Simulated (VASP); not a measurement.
# PbS (P6_3/mmc) in VASP: dielectric tensor with PBE

Aim: the dielectric tensor of PbS with PBE.

Everything below comes from runs of VASP 6.6.1. Logs are shortened: lines on timing, memory, paths and dates and some standing lists are left out, and cuts for length are marked.

**1. The cell of the first run**

Symmetry: P6_3/mmc, No. 194, hexagonal system. Conventional cell: a = 4.997 Å, b = 4.997 Å, c = 5.997 Å, α = 90.00°, β = 90.00°, γ = 120.00°. Within 3.8 Å of Pb (site symmetry -6m2) lie 5 S at 2.89 to 3.00 Å. Within 3.8 Å of S (site symmetry -6m2) lie 5 Pb at 2.89 to 3.00 Å.

**2. Dielectric tensor, PBE**

The input, INCAR:

```
PREC = Accurate ; ENCUT = 400
EDIFF = 1E-8 ; ISMEAR = 0
SIGMA = 0.01 ; LREAL = False
LASPH = True ; NELM = 120
ALGO = Normal ; ISIF = 2
LWAVE = False ; LCHARG = False
GGA = PE ; LEPSILON = True
GGA_COMPAT = False
```

The input, KPOINTS:

```
regular mesh
0
Gamma
  6 6 4
```

The input, POSCAR:

```
PbS
1.0
    4.9970879552      0.0000000000      0.0000000000
   -2.4985439776      4.3276051142      0.0000000000
    0.0000000000      0.0000000000      5.9970707136
Pb S
2 2
Direct
    0.3333333333      0.6666666667      0.2500000000
    0.6666666667      0.3333333333      0.7500000000
    0.6666666667      0.3333333333      0.2500000000
    0.3333333333      0.6666666667      0.7500000000
```

Potentials or basis: VASP PAW PBE potentials, release 64 (Pb_d, S).

The run is started by

```
cat potpaw_PBE.64/Pb_d/POTCAR potpaw_PBE.64/S/POTCAR > POTCAR
mpirun -np 1 vasp_std > vasp.out
```

OUTCAR:

```text
PREC = Accurate
   ENCUT = 400
   EDIFF = 1E-8
   ISMEAR = 0
   LREAL = False
   LASPH = True
   NELM = 120
   ISIF = 2
   GGA = PE
   LEPSILON = True

 ion  position               nearest neighbor table
   1  0.333  0.667  0.250-   3 2.89   3 2.89   3 2.89   4 3.00   4 3.00
   2  0.667  0.333  0.750-   4 2.89   4 2.89   4 2.89   3 3.00   3 3.00
   3  0.667  0.333  0.250-   1 2.89   1 2.89   1 2.89   2 3.00   2 3.00
   4  0.333  0.667  0.750-   2 2.89   2 2.89   2 2.89   1 3.00   1 3.00

  LATTYP: Found a hexagonal cell.
 ALAT       =     4.9970879552
 C/A-ratio  =     1.2001130993

  Lattice vectors:

 A1 = (   4.9970879552,   0.0000000000,   0.0000000000)
 A2 = (  -2.4985439776,   4.3276051142,   0.0000000000)
 A3 = (   0.0000000000,   0.0000000000,   5.9970707136)

Analysis of symmetry for initial positions (statically):
=====================================================================
 Subroutine PRICEL returns:
 Original cell was already a primitive cell.

 Routine SETGRP: Setting up the symmetry group for a
 hexagonal supercell.

 Subroutine GETGRP returns: Found 24 space group operations
 (whereof 12 operations were pure point group operations)
 out of a pool of 24 trial point group operations.

The static configuration has the point symmetry D_3d.
 The point group associated with its full space group is D_6h.

Analysis of symmetry for dynamics (positions and initial velocities):
=====================================================================
 Subroutine PRICEL returns:
 Original cell was already a primitive cell.

 Routine SETGRP: Setting up the symmetry group for a
 hexagonal supercell.

 Subroutine GETGRP returns: Found 24 space group operations
 (whereof 12 operations were pure point group operations)
 out of a pool of 24 trial point group operations.

The dynamic configuration has the point symmetry D_3d.
 The point group associated with its full space group is D_6h.

 Subroutine INISYM returns: Found 24 space group operations
 (whereof 12 operations are pure point group operations),
 and found     1 'primitive' translations

----------------------------------------------------------------------------------------

                                     Primitive cell

  volume of cell :     129.6892

  direct lattice vectors                    reciprocal lattice vectors
     4.997087955  0.000000000  0.000000000     0.200116550  0.115537344  0.000000000
    -2.498543978  4.327605114  0.000000000     0.000000000  0.231074688  0.000000000
     0.000000000  0.000000000  5.997070714     0.000000000  0.000000000  0.166748075

  length of vectors
     4.997087955  4.997087955  5.997070714     0.231074688  0.231074688  0.166748075

  position of ions in fractional coordinates (direct lattice)
     0.333333333  0.666666667  0.250000000
     0.666666667  0.333333333  0.750000000
     0.666666667  0.333333333  0.250000000
     0.333333333  0.666666667  0.750000000

  ion indices of the primitive-cell ions
   primitive index   ion index
                 1           1
                 2           2
                 3           3
                 4           4

----------------------------------------------------------------------------------------

 KPOINTS: regular mesh

Automatic generation of k-mesh.
 Grid dimensions read from file:
 generate k-points for:    6    6    4

 Generating k-lattice:

  Cartesian coordinates                     Fractional coordinates (reciprocal lattice)
     0.033352758  0.019256224  0.000000000     0.166666667  0.000000000  0.000000000
     0.000000000  0.038512448  0.000000000     0.000000000  0.166666667  0.000000000
     0.000000000  0.000000000  0.041687019     0.000000000  0.000000000  0.250000000

  Length of vectors
     0.038512448  0.038512448  0.041687019
[... 78 lines left out ...]
   IVDW    =     0    specifies the selected vdW correction
   LEPSILON=     T    determine dielectric tensor
   LRPA    =     F    only Hartree local field effects (RPA)
 non-spin polarized calculation
 Gauss-broadening in eV      SIGMA  =   0.01
  energy-cutoff  :      400.00
  volume of cell :      129.69
 maximum number of plane-waves:      2374
 NGX is ok and might be reduce to    36
   NGX = 17   NGY = 17   NGZ = 19

--------------------------------------- Ionic step        1  -------------------------------------------

 number of electron      40.0000015 magnetization

 E-fermi :   3.7611     XC(G=0):  -8.3969

 val. band max:        3.7123513048   @ k =   0.3333   0.3333   0.5000
 cond. band min:       5.1358761595   @ k =   0.3333   0.3333   0.5000
 fundamental gap:      1.4235248547
 Fermi energy:         3.7611237176

 k-point     1 :       0.0000    0.0000    0.0000
  band No.  band energies     occupation
      1     -13.0469      2.00000
      2     -12.9541      2.00000
      3     -12.9541      2.00000
      4     -12.9535      2.00000
      5     -12.9535      2.00000
      6     -12.9532      2.00000
[... 556 lines left out ...]
     23       6.5092      0.00000
     24       6.5092      0.00000

  FORCE on cell =-STRESS in cart. coord.  units (eV):
  Direction    XX          YY          ZZ          XY          YZ          ZX
  --------------------------------------------------------------------------------------
  -------------------------------------------------------------------------------------
  Total        0.5519452      0.5519452      0.6760003      0.0000000      0.0000000      0.0000000
  in kB        6.8187181      6.8187181      8.3512928      0.0000000      0.0000000      0.0000000
  external PRESSURE =       7.3295764 kB  Pullay stress =       0.0000000 kB

 VOLUME and BASIS-vectors are now :
 -----------------------------------------------------------------------------
  energy-cutoff  :      400.00
  volume of cell :      129.69
      direct lattice vectors                 reciprocal lattice vectors
     4.997087955  0.000000000  0.000000000     0.200116550  0.115537344  0.000000000
    -2.498543978  4.327605114  0.000000000     0.000000000  0.231074688  0.000000000
     0.000000000  0.000000000  5.997070714     0.000000000  0.000000000  0.166748075

 POSITION                                       TOTAL-FORCE (eV/Angst)
 -----------------------------------------------------------------------------------
     -0.00000      2.88507      1.49927        -0.000000      0.000000     -0.000000
      2.49854      1.44254      4.49780         0.000000     -0.000000      0.000000
      2.49854      1.44254      1.49927         0.000000     -0.000000      0.000000
     -0.00000      2.88507      4.49780        -0.000000      0.000000      0.000000
 -----------------------------------------------------------------------------------
    total drift:                                0.000000      0.000000     -0.000000

  FREE ENERGIE OF THE ION-ELECTRON SYSTEM (eV)
  ---------------------------------------------------
  free  energy   TOTEN  =       -17.2239431078 eV

  energy  without entropy=      -17.2239431078  energy(sigma->0) =      -17.22394311

 HEAD OF MICROSCOPIC STATIC DIELECTRIC TENSOR (INDEPENDENT PARTICLE, excluding Hartree and local field effects)
 ------------------------------------------------------
           8.814121     0.000000     0.000000
           0.000000     8.814121     0.000000
           0.000000     0.000000    16.125274
 ------------------------------------------------------

 Free energy of the ion-electron system (eV)
  ---------------------------------------------------
  ---------------------------------------------------
  free energy    TOTEN  =        -2.55526732 eV

  energy without entropy =       -2.55526732

------------------------ aborting loop because EDIFF is reached ----------------------------------------

--------------------------------------- Ionic step        2  -------------------------------------------

------------------------ aborting loop because EDIFF is reached ----------------------------------------

--------------------------------------- Ionic step        3  -------------------------------------------

 Free energy of the ion-electron system (eV)
  ---------------------------------------------------
  ---------------------------------------------------
  free energy    TOTEN  =        -5.58872798 eV

  energy without entropy =       -5.58872798

------------------------ aborting loop because EDIFF is reached ----------------------------------------

 PIEZOELECTRIC TENSOR FIELD DIRECTION 3  (e Angst)
 -----------------------------------------------------------------------------
    -0.00812  0.00000  0.00000           (  0.00001  0.00000  0.00000)
     0.00000 -0.00812  0.00000           (  0.00000  0.00001 -0.00000)
    -0.00000  0.00000  0.01742           ( -0.00000  0.00000  0.00007)

 PIEZOELECTRIC TENSOR FIELD DIRECTION 3  (C/m^2)
 -----------------------------------------------------------------------------
    -0.00100  0.00000  0.00000
     0.00000 -0.00100  0.00000
    -0.00000  0.00000  0.00215

 MACROSCOPIC STATIC DIELECTRIC TENSOR (including local field effects in DFT)
 ------------------------------------------------------
           7.614520    -0.000000     0.000000
           0.000000     7.614520     0.000000
          -0.000000     0.000000    15.597457
 ------------------------------------------------------

 PIEZOELECTRIC TENSOR (including local field effects)  for field in x, y, z        (e  Angst)
          XX          YY          ZZ          XY          YZ          ZX
  --------------------------------------------------------------------------------
  x     0.00000     0.00000     0.00000     0.00000     0.00000     0.00000
  y     0.00000     0.00000     0.00000     0.00000     0.00000     0.00000
  z     0.00000     0.00000     0.00000     0.00000     0.00000     0.00000

 PIEZOELECTRIC TENSOR (including local field effects)  for field in x, y, z        (C/m^2)
          XX          YY          ZZ          XY          YZ          ZX
  --------------------------------------------------------------------------------
  x     0.00000     0.00000     0.00000     0.00000     0.00000     0.00000
  y     0.00000     0.00000     0.00000     0.00000     0.00000     0.00000
  z     0.00000     0.00000     0.00000     0.00000     0.00000     0.00000

 BORN EFFECTIVE CHARGES (including local field effects) (in |e|, cummulative output)
 ---------------------------------------------------------------------------------
 ion    1
    1     2.52113     0.00000    -0.00000
    2     0.00000     2.52113    -0.00000
    3     0.00000     0.00000     4.64963
 ion    2
    1     2.52113     0.00000     0.00000
    2     0.00000     2.52113     0.00000
    3    -0.00000    -0.00000     4.64963
 ion    3
    1    -2.52113     0.00000     0.00000
    2    -0.00000    -2.52113     0.00000
    3     0.00000     0.00000    -4.64963
 ion    4
    1    -2.52113     0.00000     0.00000
    2    -0.00000    -2.52113     0.00000
    3    -0.00000     0.00000    -4.64963
```

Wall time 6.7 min (1 thread of Intel Xeon Platinum 8488C (Sapphire Rapids), shared host); peak memory 0.39 GiB.

What came out:

```
Band gap on the k mesh                  : 1.42 eV
Electronic dielectric tensor (diagonal) : 7.61, 7.61, 15.60
Born charges (mean of the diagonal)     : Pb +3.23; S -3.23 e
```

Levels at points of the mesh, in eV from the valence-band top:
```
           k point  band 17  band 18  band 19  band 20  band 21  band 22  band 23  band 24
(0.00, 0.00, 0.00)    -3.02    -1.89    -1.87    -1.87     2.03     2.03     3.37     3.37
(0.50, 0.00, 0.00)    -2.85    -2.25    -2.08    -0.72     2.99     3.10     4.19     4.44
(0.00, 0.00, 0.50)    -2.45    -2.45    -1.30    -1.30     2.33     2.33     2.33     2.33
(0.50, 0.00, 0.50)    -1.87    -1.87    -0.63    -0.63     1.62     1.62     3.10     3.10
```

Electronic dielectric tensor:
```
 7.61  0.00  0.00
 0.00  7.61  0.00
 0.00  0.00 15.60
```

Born effective charge tensors (e):
atom 1, Pb
```
2.52 0.00 0.00
0.00 2.52 0.00
0.00 0.00 4.65
```
atom 2, Pb
```
2.52 0.00 0.00
0.00 2.52 0.00
0.00 0.00 4.65
```
atom 3, S
```
-2.52  0.00  0.00
 0.00 -2.52  0.00
 0.00  0.00 -4.65
```
atom 4, S
```
-2.52  0.00  0.00
 0.00 -2.52  0.00
 0.00  0.00 -4.65
```

Caveat: spin-orbit coupling is left out, which moves the levels of the heavy elements. A k mesh can miss the band edges.
